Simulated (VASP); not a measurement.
Here is a VASP 6.6.1 calculation.

Contents of INCAR:

```
PREC     = Accurate       # precision mode
ENCUT    = 560            # plane-wave cutoff, eV
EDIFF    = 1E-6           # SCF threshold, eV
ISMEAR   = 0              # smearing method
SIGMA    = 0.15           # smearing width, eV
LREAL    = F              # projectors in reciprocal space
LASPH    = T              # aspherical terms in the spheres
NELM     = 120            # most SCF steps
ALGO     = Normal         # electronic algorithm
ISIF     = 2              # what is computed and relaxed
LWAVE    = F              # write WAVECAR
LCHARG   = F              # write CHGCAR
GGA      = PE             # functional
NBANDS   = 14             # bands
GGA_COMPAT= F
```

Contents of KPOINTS:

```
regular mesh
0
Gamma
  10 10 10
```

Contents of POSCAR:

```
Re
1.0
    0.0000000000      2.3440199708      1.4748573656
    2.3440199708      0.0000000000      1.4748573656
    2.3440199708      2.3440199708      0.0000000000
Re
1
Direct
    0.0000000000      0.0000000000      0.0000000000
```

Potentials or basis: VASP PAW PBE potentials, release 64 (Re_sv_GW).

Run with:

```bash
$ cat potpaw_PBE.64/Re_sv_GW/POTCAR > POTCAR
$ mpirun -np 1 vasp_std > vasp.out
```

What does it give for the pressure?

-22.0 GPa.

Predict the band gap on the k mesh.

zero (an odd number of electrons rules out a gap without spin polarisation).

Stress tensor (GPa, compression positive):
```
-22.97   0.00   0.00
  0.00 -22.97   0.00
  0.00   0.00 -20.06
```

Caveat: the cell stands under tension; spin-orbit coupling is left out, which moves the levels of the heavy elements.
